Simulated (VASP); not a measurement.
# GaN: single point with PBE

GaN:

```
Ga N
1.0
    -3.21854    0.00000    0.00000
     0.00000    0.00000   -5.24338
     0.00000   -5.57467    0.00000
Ga N
4 4
Direct
  0.50000 0.00407 0.18007
  0.00000 0.99315 0.65327
  0.00000 0.49315 0.34673
  0.50000 0.50407 0.81993
  0.50000 0.63298 0.16894
  0.00000 0.63772 0.66441
  0.00000 0.13772 0.33559
  0.50000 0.13298 0.83106
```

This cell differs from its parent crystal: atoms displaced along a vibrational mode.

```
Program                : VASP 6.6.1
Task                   : single point
Functional             : PBE
Potentials or basis    : VASP PAW PBE potentials, release 64 (Ga_d, N)
Cutoff                 : 520 eV
k mesh                 : 8 × 6 × 6
Occupations            : gaussian, width 0.05 eV
Spin                   : no spin polarisation
Dipole correction      : no
Further INCAR settings : ALGO = Normal; EDIFF = 1e-06; NBANDS = 46
```

```
Pressure               : 1.3 GPa
Largest force          : 2.371 eV/Å
Band gap on the k mesh : 1.51 eV
```

Forces on the atoms (eV/Å):
```
Ga   0.000  1.527 -0.042
Ga   0.000 -1.636 -1.717
Ga   0.000  1.636 -1.717
Ga   0.000 -1.527 -0.042
N    0.000 -0.084  0.628
N    0.000 -0.131  1.131
N    0.000  0.131  1.131
N    0.000  0.084  0.628
```

Stress tensor (GPa, compression positive):
```
-1.16  0.00  0.00
 0.00 -1.14  0.00
 0.00  0.00  6.20
```

Levels at points of the mesh, in eV from the valence-band top:
```
           k point  band 32  band 33  band 34  band 35  band 36  band 37  band 38  band 39  band 40  band 41
(0.00, 0.00, 0.00)    -1.12    -0.58    -0.35    -0.06     0.00     1.51     4.00     4.89     5.23     5.68
(0.50, 0.00, 0.00)    -3.62    -2.52    -1.98    -1.88    -1.87     4.87     5.75     6.08     6.39     7.24
(0.00, 0.50, 0.00)    -2.08    -0.60    -0.60    -0.48    -0.48     3.78     3.78     4.19     4.19     7.52
(0.50, 0.50, 0.00)    -3.22    -2.11    -2.11    -1.55    -1.55     5.26     5.26     5.73     5.73     7.38
(0.00, 0.00, 0.50)    -1.97    -1.12    -0.89    -0.52    -0.25     3.78     4.09     5.64     5.74     6.78
(0.50, 0.00, 0.50)    -2.58    -2.58    -2.25    -1.03    -0.79     4.49     5.00     5.25     5.37     5.38
(0.00, 0.50, 0.50)    -1.92    -1.80    -1.80    -0.85    -0.85     4.61     4.61     5.15     5.15     7.19
(0.50, 0.50, 0.50)    -1.96    -1.94    -1.94    -1.63    -1.63     3.72     3.72     4.42     4.42     7.31
```

Wall time 5.4 min on 1 thread of Intel(R) Xeon(R) Platinum 8259CL CPU @ 2.50GHz (Skylake/Cascade Lake), with other jobs on the host, peak memory 0.36 GiB.

Caveat: the cell differs from its parent crystal (atoms displaced along a vibrational mode); forces of over 1 eV/Å act on the atoms, so gaps and moduli don't describe the material at rest.
